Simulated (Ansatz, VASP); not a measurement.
# Two plane-wave programs on Rh

Contents of INCAR:

```
SYSTEM = Rh
PREC = Accurate ; ENCUT = 600
EDIFF = 1E-7 ; ISMEAR = 0
SIGMA = 0.1 ; LREAL = .False.
LASPH = .True. ; NELM = 100
ALGO = Normal ; ISIF = 3
LWAVE = .False. ; LCHARG = .False.
GGA = PE ; IBRION = 2
NSW = 90 ; EDIFFG = -0.04
```

Contents of KPOINTS:

```
regular mesh
0
Gamma
  4 4 4
  0 0 0
```

The input POSCAR:

```
Rh
1.0
    4.4331410582      0.0000000000      0.0000000000
    0.0000000000      4.4331410582      0.0000000000
    0.0000000000      0.0000000000      4.4331410582
Rh
6
Direct
    0.0000000000      0.5000000000      0.2500000000
    0.0000000000      0.5000000000      0.7500000000
    0.2500000000      0.0000000000      0.5000000000
    0.5000000000      0.2500000000      0.0000000000
    0.5000000000      0.7500000000      0.0000000000
    0.7500000000      0.0000000000      0.5000000000
```

Input for Ansatz:

```yaml
crystal:
  lattice:
    - [4.4331410582, 0.0, 0.0]
    - [0.0, 4.4331410582, 0.0]
    - [0.0, 0.0, 4.4331410582]
  atoms:
    - { symbol: Rh, position: [0.0, 0.5, 0.25] }
    - { symbol: Rh, position: [0.0, 0.5, 0.75] }
    - { symbol: Rh, position: [0.25, 0.0, 0.5] }
    - { symbol: Rh, position: [0.5, 0.25, 0.0] }
    - { symbol: Rh, position: [0.5, 0.75, 0.0] }
    - { symbol: Rh, position: [0.75, 0.0, 0.5] }
basis:
  ecutwfc: 420
kpoints:
  mp_grid: { grid: [4, 4, 4] }
hamiltonian:
  xc: pbe
scf:
  occupations: { method: gaussian, width: 0.1 }
  lower_state_search: "off"
output:
  forces: true
  stress: true
  eigenvalues: true
relax:
  adjacent_minimum: "off"
  f_tol: 0.04
  max_steps: 70
  cell: { stress_tol: 0.4 }
```

Alike in both runs: task relaxation of cell and atoms; functional PBE; k mesh 4 × 4 × 4; occupations gaussian, width 0.1 eV; no spin polarisation.

|  | VASP | Ansatz |
| --- | --- | --- |
| version | VASP 6.6.1 | Ansatz 0.2.0 |
| potentials or method | VASP PAW PBE potentials, release 64 (Rh_pv), cutoff 600 eV | scalar-relativistic, plane waves, PAW |
| valence electrons in the cell | 90 | 102 |

Ansatz gave:

* gap on the k mesh at the Fermi level, each at its own relaxed structure (eV): none
* relaxed volume (Å³/atom): 16.90
* relaxed cell length with the largest relative difference (Å): 4.663

Task: Which values does VASP return?

Result: gap on the k mesh at the Fermi level, each at its own relaxed structure (eV): none; relaxed volume (Å³/atom): 16.91; relaxed cell length with the largest relative difference (Å): 4.665.

A gap of «none» marks a metal or a gap that the smearing closes. VASP's potentials hold 90 valence electrons a cell and Ansatz's 102, so a difference there can come from the potentials and not from the codes.

Noted on VASP's run: the volume moved by over 15 % at a fixed basis, so the end points are rough.
